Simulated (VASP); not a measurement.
# MgS (Niningerite) (Fm-3m) in VASP: settings compared

The runs below take MgS (Niningerite) through single point, with LDA, PBEsol.

All numbers are computed with VASP 6.6.1; they aren't measurements. Logs are shortened: lines on timing, memory, paths and dates and some standing lists are left out, and cuts for length are marked.

## 1. The cell of the first run

Symmetry: Fm-3m, No. 225, cubic system. The conventional cell has a = 5.203 Å, b = 5.203 Å, c = 5.203 Å, α = 90.00°, β = 90.00°, γ = 90.00°. Within 3.4 Å of S (site symmetry m-3m) lie 6 Mg at 2.60 Å. Mg (site symmetry m-3m) has 6 S at 2.60 Å within 3.4 Å.

## 2. Single point, LDA

The input, INCAR:

```
PREC = Accurate
ENCUT = 520
EDIFF = 1E-6
ISMEAR = -1
SIGMA = 0.05
LREAL = False
LASPH = True
NELM = 100
ALGO = Normal
ISIF = 2
LWAVE = False
LCHARG = False
NBANDS = 11
```

The input, KPOINTS:

```
regular mesh
0
Gamma
  5 5 5
```

The input, POSCAR:

```
MgS
1.0
    0.0000000000      2.6016500000      2.6016500000
    2.6016500000      0.0000000000      2.6016500000
    2.6016500000      2.6016500000      0.0000000000
S Mg
1 1
Direct
    0.5000000000      0.5000000000      0.5000000000
    0.0000000000      0.0000000000      0.0000000000
```

Potentials or basis: VASP PAW LDA potentials, release 64 (S, Mg).

The run is started by

```sh
$ cat potpaw_LDA.64/S/POTCAR potpaw_LDA.64/Mg/POTCAR > POTCAR
$ mpirun -np 1 vasp_std > vasp.out
```

OUTCAR:

```text
PREC = Accurate
   ENCUT = 520
   EDIFF = 1E-6
   ISMEAR = -1
   LREAL = False
   LASPH = True
   NELM = 100
   ISIF = 2

 ion  position               nearest neighbor table
   1  0.500  0.500  0.500-   2 2.60   2 2.60   2 2.60   2 2.60   2 2.60   2 2.60
   2  0.000  0.000  0.000-   1 2.60   1 2.60   1 2.60   1 2.60   1 2.60   1 2.60

  LATTYP: Found a face centered cubic cell.
 ALAT       =     5.2033000000

  Lattice vectors:

 A1 = (   0.0000000000,   2.6016500000,   2.6016500000)
 A2 = (   2.6016500000,   0.0000000000,   2.6016500000)
 A3 = (   2.6016500000,   2.6016500000,   0.0000000000)

Analysis of symmetry for initial positions (statically):
[... 33 lines left out ...]
                                     Primitive cell

  volume of cell :      35.2190

  direct lattice vectors                    reciprocal lattice vectors
     0.000000000  2.601650000  2.601650000    -0.192185728  0.192185728  0.192185728
     2.601650000  0.000000000  2.601650000     0.192185728 -0.192185728  0.192185728
     2.601650000  2.601650000  0.000000000     0.192185728  0.192185728 -0.192185728

  length of vectors
     3.679288715  3.679288715  3.679288715     0.332875446  0.332875446  0.332875446

  position of ions in fractional coordinates (direct lattice)
[... 8 lines left out ...]
----------------------------------------------------------------------------------------

 KPOINTS: regular mesh

Automatic generation of k-mesh.
 Grid dimensions read from file:
 generate k-points for:    5    5    5

 Generating k-lattice:

  Cartesian coordinates                     Fractional coordinates (reciprocal lattice)
    -0.038437146  0.038437146  0.038437146     0.200000000  0.000000000  0.000000000
     0.038437146 -0.038437146  0.038437146     0.000000000  0.200000000  0.000000000
     0.038437146  0.038437146 -0.038437146     0.000000000  0.000000000  0.200000000

  Length of vectors
     0.066575089  0.066575089  0.066575089

  Shift w.r.t. Gamma in fractional coordinates (k-lattice)
     0.000000000  0.000000000  0.000000000

 Subroutine IBZKPT returns following result:
 ===========================================

 Found     10 irreducible k-points:

 Following reciprocal coordinates:
            Coordinates               Weight
  0.000000  0.000000  0.000000      1.000000
  0.200000  0.000000  0.000000      8.000000
  0.400000  0.000000  0.000000      8.000000
  0.200000  0.200000  0.000000      6.000000
  0.400000  0.200000  0.000000     24.000000
 -0.400000  0.200000  0.000000     24.000000
 -0.200000  0.200000  0.000000     12.000000
  0.400000  0.400000  0.000000      6.000000
 -0.400000  0.400000  0.000000     12.000000
 -0.400000  0.400000  0.200000     24.000000
   k-points           NKPTS =     10   k-points in BZ     NKDIM =     10   number of bands    NBANDS=     11
   number of dos      NEDOS =    301   number of ions     NIONS =      2
   total plane-waves  NPLWV =  21952
   dimension x,y,z NGX =    28 NGY =   28 NGZ =   28
   dimension x,y,z NGXF=    56 NGYF=   56 NGZF=   56
   ions per type =               1   1
   NGX,Y,Z   is equivalent  to a cutoff of  12.65, 12.65, 12.65 a.u.
   NGXF,Y,Z  is equivalent  to a cutoff of  25.30, 25.30, 25.30 a.u.
 SYSTEM =  unknown system
   PREC   = accura    normal or accurate (medium, high low for compatibility)
   ISTART =      0    job   : 0-new  1-cont  2-samecut
   ICHARG =      2    charge: 1-file 2-atom 10-const
   ISPIN  =      1    spin polarized calculation?
   LNONCOLLINEAR =      F non collinear calculations
   LSORBIT =      F    spin-orbit coupling
   LASPH  =      T    aspherical Exc in radial PAW
   ENCUT  =  520.0 eV  38.22 Ry    6.18 a.u.   6.84  6.84  6.84*2*pi/ulx,y,z
   NELM   =    100;   NELMIN=  2; NELMDL= -5     # of ELM steps
   EDIFF  = 0.1E-05   stopping-criterion for ELM
   LREAL  =      F    real-space projection
   EDIFFG = 0.1E-04   stopping-criterion for IOM
   NSW    =      0    number of steps for IOM
   IBRION =     -1    ionic relax: 0-MD 1-quasi-New 2-CG
[... 8 lines left out ...]
   EMIN   =  10.00;   EMAX   =-10.00  energy-range for DOS
   EFERMI =   0.00;   METHOD = LEGACY
   ISMEAR =    -1;   SIGMA  =   0.05  broadening in eV -4-tet -1-fermi 0-gaus
   EFERMI_NEDOS =   21; number of points for ismear=-14 and -15
   IALGO  =     38    algorithm
   IMIX   =      4    mixing-type and parameters
     AMIX     =   0.40;   BMIX     =  1.00
     AMIX_MAG =   1.60;   BMIX_MAG =  1.00
  volume/ion in A,a.u.               =      17.61       118.83
  Fermi-wavevector in a.u.,A,eV,Ry     =   0.998878  1.887606 13.575323  0.997758
  Thomas-Fermi vector in A             =   2.131131
   LORBIT       =      0    0 simple, 1 ext, 2 COOP (PROOUT), +10 PAW based schemes
   GGA     = CA    functional components
   LHFCALC =     F    Hartree Fock is set to
   AEXX    =    0.0000 exact exchange contribution
   IVDW    =     0    specifies the selected vdW correction
   LEPSILON=     F    determine dielectric tensor
   LRPA    =     F    only Hartree local field effects (RPA)
 non-spin polarized calculation
  energy-cutoff  :      520.00
  volume of cell :       35.22
 maximum number of plane-waves:       962
   NGX = 13   NGY = 13   NGZ = 13

 number of electron       8.0000000 magnetization

 Free energy of the ion-electron system (eV)
  ---------------------------------------------------
  ext. energy  EPLUGINS =         0.00000000
  ---------------------------------------------------
  free energy    TOTEN  =        -9.55893175 eV

  energy without entropy =       -9.55893175  energy(sigma->0) =       -9.55893175

 E-fermi :   4.5982     XC(G=0):  -9.9864

 val. band max:        3.5897431360   @ k =   0.0000   0.0000   0.0000
 cond. band min:       6.5569397299   @ k =   0.4000   0.4000   0.0000
 fundamental gap:      2.9671965939
 Fermi energy:         4.5982442959

 k-point     1 :       0.0000    0.0000    0.0000
  band No.  band energies     occupation
      1      -9.0514      2.00000
      2       3.5897      2.00000
      3       3.5897      2.00000
      4       3.5897      2.00000
      5       7.0766      0.00000
      6      11.4204      0.00000
      7      11.4204      0.00000
      8      11.4204      0.00000
      9      13.8495      0.00000
     10      13.8495      0.00000
     11      15.9350      0.00000

 k-point     2 :       0.2000    0.0000    0.0000
  band No.  band energies     occupation
      1      -8.6727      2.00000
      2       1.4365      2.00000
      3       3.3586      2.00000
      4       3.3586      2.00000
      5       8.3319      0.00000
      6      11.2673      0.00000
      7      11.5494      0.00000
      8      11.5494      0.00000
      9      13.2543      0.00000
     10      13.2543      0.00000
     11      15.5004      0.00000

 k-point     3 :       0.4000    0.0000    0.0000
  band No.  band energies     occupation
      1      -7.8859      2.00000
      2      -0.9388      2.00000
      3       3.0438      2.00000
      4       3.0438      2.00000
      5       8.0489      0.00000
      6      10.4844      0.00000
      7      10.4844      0.00000
      8      13.2717      0.00000
      9      15.0511      0.00000
     10      16.2028      0.00000
     11      16.2028      0.00000

 k-point     4 :       0.2000    0.2000    0.0000
  band No.  band energies     occupation
      1      -8.5512      2.00000
      2       1.5956      2.00000
      3       2.8684      2.00000
      4       2.8684      2.00000
      5       8.8283      0.00000
      6       9.5867      0.00000
      7      11.1409      0.00000
      8      12.9672      0.00000
      9      12.9672      0.00000
     10      14.5057      0.00000
     11      17.8442      0.00000

 k-point     5 :       0.4000    0.2000    0.0000
  band No.  band energies     occupation
      1      -7.8906      2.00000
      2      -0.1426      2.00000
      3       2.1182      2.00000
      4       2.5172      2.00000
      5       8.2827      0.00000
      6       9.9259      0.00000
      7      11.4252      0.00000
      8      12.3118      0.00000
      9      15.2635      0.00000
     10      17.0020      0.00000
     11      17.8317      0.00000

 k-point     6 :      -0.4000    0.2000    0.0000
  band No.  band energies     occupation
      1      -7.5595      2.00000
      2      -0.8262      2.00000
      3       1.4313      2.00000
      4       2.7019      2.00000
      5       8.5270      0.00000
      6      10.2340      0.00000
      7      11.3441      0.00000
      8      13.1205      0.00000
      9      15.9631      0.00000
     10      16.0788      0.00000
     11      17.5319      0.00000

 k-point     7 :      -0.2000    0.2000    0.0000
  band No.  band energies     occupation
      1      -8.1441      2.00000
      2       0.3191      2.00000
      3       1.9011      2.00000
      4       3.2265      2.00000
      5       9.6302      0.00000
      6      10.6056      0.00000
      7      10.8513      0.00000
      8      11.2800      0.00000
      9      13.0922      0.00000
     10      16.9294      0.00000
     11      17.7515      0.00000

 k-point     8 :       0.4000    0.4000    0.0000
  band No.  band energies     occupation
      1      -7.5467      2.00000
      2      -0.3616      2.00000
      3       2.0044      2.00000
      4       2.0044      2.00000
      5       6.5569      0.00000
      6       8.0362      0.00000
      7      14.3650      0.00000
      8      15.7926      0.00000
      9      15.7926      0.00000
     10      15.9851      0.00000
     11      20.4081      0.00000

 k-point     9 :      -0.4000    0.4000    0.0000
  band No.  band energies     occupation
      1      -7.3241      2.00000
      2      -0.3430      2.00000
      3       0.7034      2.00000
      4       2.0930      2.00000
      5       7.0055      0.00000
      6       9.4273      0.00000
      7      13.6815      0.00000
      8      14.0421      0.00000
      9      15.5453      0.00000
     10      17.7155      0.00000
     11      20.0310      0.00000

 k-point    10 :      -0.4000    0.4000    0.2000
  band No.  band energies     occupation
      1      -7.4238      2.00000
      2      -0.2047      2.00000
      3       0.8407      2.00000
      4       1.7789      2.00000
      5       8.5444      0.00000
      6      10.4730      0.00000
      7      10.9201      0.00000
      8      13.2848      0.00000
      9      16.2174      0.00000
     10      17.0538      0.00000
     11      19.8326      0.00000

------------------------ aborting loop because EDIFF is reached ----------------------------------------

  FORCE on cell =-STRESS in cart. coord.  units (eV):
  Direction    XX          YY          ZZ          XY          YZ          ZX
  --------------------------------------------------------------------------------------
  -------------------------------------------------------------------------------------
  Total       -0.8246984     -0.8246984     -0.8246984      0.0000000      0.0000000     -0.0000000
  in kB      -37.5170900    -37.5170900    -37.5170900      0.0000000      0.0000000     -0.0000000
  external PRESSURE =     -37.5170900 kB  Pullay stress =       0.0000000 kB

 VOLUME and BASIS-vectors are now :
 -----------------------------------------------------------------------------
  energy-cutoff  :      520.00
  volume of cell :       35.22
      direct lattice vectors                 reciprocal lattice vectors
     0.000000000  2.601650000  2.601650000    -0.192185728  0.192185728  0.192185728
     2.601650000  0.000000000  2.601650000     0.192185728 -0.192185728  0.192185728
     2.601650000  2.601650000  0.000000000     0.192185728  0.192185728 -0.192185728

 POSITION                                       TOTAL-FORCE (eV/Angst)
 -----------------------------------------------------------------------------------
      2.60165      2.60165      2.60165         0.000000     -0.000000     -0.000000
      0.00000      0.00000      0.00000        -0.000000      0.000000      0.000000
 -----------------------------------------------------------------------------------
    total drift:                                0.000000      0.000000      0.000000

  FREE ENERGIE OF THE ION-ELECTRON SYSTEM (eV)
  ---------------------------------------------------
  free  energy   TOTEN  =        -9.5589317476 eV

  energy  without entropy=       -9.5589317475  energy(sigma->0) =       -9.55893175
```

It took 5 s on 1 thread of Intel Xeon Platinum 8375C at 2.90GHz (Ice Lake), shared host; peak memory 0.14 GiB.

Results:

- Free energy: -9.5589 eV
- Pressure: -3.8 GPa
- Band gap on the k mesh: 2.97 eV, indirect (least direct gap 3.49 eV)

A k mesh can miss the band edges. A hybrid or GW would open this gap; LDA tends to underestimate it.

## 3. Single point, PBEsol

The input, INCAR:

```
PREC = Accurate
ENCUT = 520
EDIFF = 1E-6
ISMEAR = -1
SIGMA = 0.05
LREAL = F
LASPH = T
NELM = 80
ALGO = Normal
ISIF = 2
LWAVE = F
LCHARG = T
GGA = PS
LELF = T
LVHAR = T
NBANDS = 11
```

The input, KPOINTS:

```
Automatic mesh
0
Gamma
  5 5 5
```

POSCAR is that of step 2.

Potentials or basis: VASP PAW PBE potentials, release 64 (S, Mg).

The run is started by

```sh
$ cat potpaw_PBE.64/S/POTCAR potpaw_PBE.64/Mg/POTCAR > POTCAR
$ mpirun -np 1 vasp_std > vasp.out
```

OUTCAR:

```text
PREC = Accurate
   ENCUT = 520
   EDIFF = 1E-6
   ISMEAR = -1
   LREAL = F
   LASPH = T
   NELM = 80
   ISIF = 2
   GGA = PS

 ion  position               nearest neighbor table
   1  0.500  0.500  0.500-   2 2.60   2 2.60   2 2.60   2 2.60   2 2.60   2 2.60
   2  0.000  0.000  0.000-   1 2.60   1 2.60   1 2.60   1 2.60   1 2.60   1 2.60

  LATTYP: Found a face centered cubic cell.
 ALAT       =     5.2033000000

  Lattice vectors:

 A1 = (   0.0000000000,   2.6016500000,   2.6016500000)
[... 307 lines left out ...]

------------------------ aborting loop because EDIFF is reached ----------------------------------------

  FORCE on cell =-STRESS in cart. coord.  units (eV):
  Direction    XX          YY          ZZ          XY          YZ          ZX
  --------------------------------------------------------------------------------------
  -------------------------------------------------------------------------------------
  Total       -0.2296288     -0.2296288     -0.2296288      0.0000000     -0.0000000     -0.0000000
  in kB      -10.4462470    -10.4462470    -10.4462470      0.0000000     -0.0000000     -0.0000000
  external PRESSURE =     -10.4462470 kB  Pullay stress =       0.0000000 kB

 VOLUME and BASIS-vectors are now :
 -----------------------------------------------------------------------------
  energy-cutoff  :      520.00
  volume of cell :       35.22
      direct lattice vectors                 reciprocal lattice vectors
     0.000000000  2.601650000  2.601650000    -0.192185728  0.192185728  0.192185728
     2.601650000  0.000000000  2.601650000     0.192185728 -0.192185728  0.192185728
     2.601650000  2.601650000  0.000000000     0.192185728  0.192185728 -0.192185728

 POSITION                                       TOTAL-FORCE (eV/Angst)
 -----------------------------------------------------------------------------------
      2.60165      2.60165      2.60165        -0.000000      0.000000     -0.000000
      0.00000      0.00000      0.00000         0.000000     -0.000000      0.000000
 -----------------------------------------------------------------------------------
    total drift:                                0.000000      0.000000      0.000000

  FREE ENERGIE OF THE ION-ELECTRON SYSTEM (eV)
  ---------------------------------------------------
  free  energy   TOTEN  =        -9.0613553168 eV

  energy  without entropy=       -9.0613553167  energy(sigma->0) =       -9.06135532
```

OSZICAR:

```text
N       E                     dE             d eps       ncg     rms          rms(c)
DAV:   1     0.202817197885E+02    0.20282E+02   -0.36566E+03   220   0.595E+02
DAV:   2    -0.816050032716E+01   -0.28442E+02   -0.26652E+02   289   0.991E+01
DAV:   3    -0.942990184164E+01   -0.12694E+01   -0.12677E+01   262   0.225E+01
DAV:   4    -0.943714947041E+01   -0.72476E-02   -0.72470E-02   258   0.214E+00
DAV:   5    -0.943721009613E+01   -0.60626E-04   -0.60626E-04   256   0.192E-01    0.409E+00
DAV:   6    -0.910624361485E+01    0.33097E+00   -0.70074E-01   249   0.325E+00    0.309E+00
DAV:   7    -0.906420698091E+01    0.42037E-01   -0.18462E-01   261   0.181E+00    0.192E+00
DAV:   8    -0.906154251100E+01    0.26645E-02   -0.98726E-03   232   0.581E-01    0.712E-01
DAV:   9    -0.906136179295E+01    0.18072E-03   -0.42381E-04   250   0.118E-01    0.312E-01
DAV:  10    -0.906135332882E+01    0.84641E-05   -0.81037E-05   244   0.410E-02    0.688E-02
DAV:  11    -0.906135545128E+01   -0.21225E-05   -0.45470E-06   250   0.109E-02    0.175E-02
DAV:  12    -0.906135531677E+01    0.13451E-06   -0.91238E-08   128   0.177E-03
   1 F= -.90613553E+01 E0= -.90613553E+01  d E =-.825737E-10
```

stdout:

```text
POSCAR found type information on POSCAR S Mg
 POSCAR found :  2 types and       2 ions
 scaLAPACK will be used
 -----------------------------------------------------------------------------
|                                                                             |
|                                                                             |
|     You enforced a specific xc type in the INCAR file but a different       |
|     I HOPE YOU KNOW WHAT YOU ARE DOING!                                     |
|                                                                             |
 -----------------------------------------------------------------------------

 LDA part: xc-table for (Slater+PW92), standard interpolation
 POSCAR, INCAR and KPOINTS ok, starting setup
 FFT: planning ... GRIDC
 FFT: planning ... GRID_SOFT
 FFT: planning ... GRID
 WAVECAR not read
 entering main loop
```

It took 6.3 s on 1 thread of Intel Xeon Platinum 8375C at 2.90GHz (Ice Lake), shared host; peak memory 0.15 GiB.

Results:

| Property | Result |
| --- | --- |
| Free energy | -9.0614 eV |
| Pressure | -1.0 GPa |
| Band gap on the k mesh | 3.11 eV, indirect (least direct gap 3.59 eV) |

Caveat: the PAW data sets were made with another functional, which shifts forces and pressure a little. A k mesh can miss the band edges.
